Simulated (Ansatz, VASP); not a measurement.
**Ge in VASP and in Ansatz**

INCAR

```
SYSTEM = Ge
ALGO     = Normal         ! electronic algorithm
EDIFF    = 1E-7           ! SCF threshold, eV
ENCUT    = 520            ! plane-wave cutoff, eV
ISIF     = 2              ! what is computed and relaxed
ISMEAR   = 0              ! smearing method
LASPH    = .True.         ! aspherical terms in the spheres
LCHARG   = .True.         ! write CHGCAR
LELF     = .True.         ! ELF
LREAL    = .False.        ! projectors in reciprocal space
LVHAR    = .True.       
LWAVE    = .False.        ! write WAVECAR
NBANDS   = 21             ! bands
NELM     = 80             ! most SCF steps
PREC     = Accurate       ! precision mode
SIGMA    = 0.15           ! smearing width, eV
```

Contents of KPOINTS:

```
k-points
0
Gamma
  16 16 16
  0 0 0
```

Contents of POSCAR:

```
Ge
1.0
    0.0000000000      2.7363769124      3.2825577441
    2.7363769124      0.0000000000      3.2825577441
    2.7363769124      2.7363769124      0.0000000000
Ge
2
Direct
    0.5000000000      0.5000000000      0.5000000000
    0.7500000000      0.7500000000      0.7500000000
```

Input for Ansatz:

```yaml
crystal:
  lattice:
    - [0.0, 2.7363769124, 3.2825577441]
    - [2.7363769124, 0.0, 3.2825577441]
    - [2.7363769124, 2.7363769124, 0.0]
  atoms:
    - { symbol: Ge, position: [0.5, 0.5, 0.5] }
    - { symbol: Ge, position: [0.75, 0.75, 0.75] }
basis:
  ecutwfc: 420
kpoints:
  mp_grid: { grid: [16, 16, 16] }
hamiltonian:
  xc: lda
scf:
  occupations: { method: gaussian, width: 0.15 }
output:
  forces: true
  stress: true
  eigenvalues: true
```

Alike in both runs: task single point; functional LDA; k mesh 16 × 16 × 16; occupations gaussian, width 0.15 eV; no spin polarisation.

|  | VASP | Ansatz |
| --- | --- | --- |
| version | VASP 6.6.1 | Ansatz 0.2.0 |
| potentials or method | VASP PAW LDA potentials, release 64 (Ge_d), cutoff 520 eV | scalar-relativistic, plane waves, PAW |
| valence electrons in the cell | 28 | 28 |

VASP gave:

| Property | Result |
| --- | --- |
| gap on the k mesh at the Fermi level (eV) | none |
| pressure (GPa) | -5.2 |
| traceless stress, the component that is largest in VASP (GPa) | -8.87 |

Task: What did Ansatz give for the same quantities?

Result: gap on the k mesh at the Fermi level (eV): none; pressure (GPa): -5.2; traceless stress, the component that is largest in VASP (GPa): -8.82.

LDA's correlation is that of Perdew and Zunger in VASP and of Perdew and Wang (1992) in Ansatz. A gap of «none» marks a metal or a gap that the smearing closes.
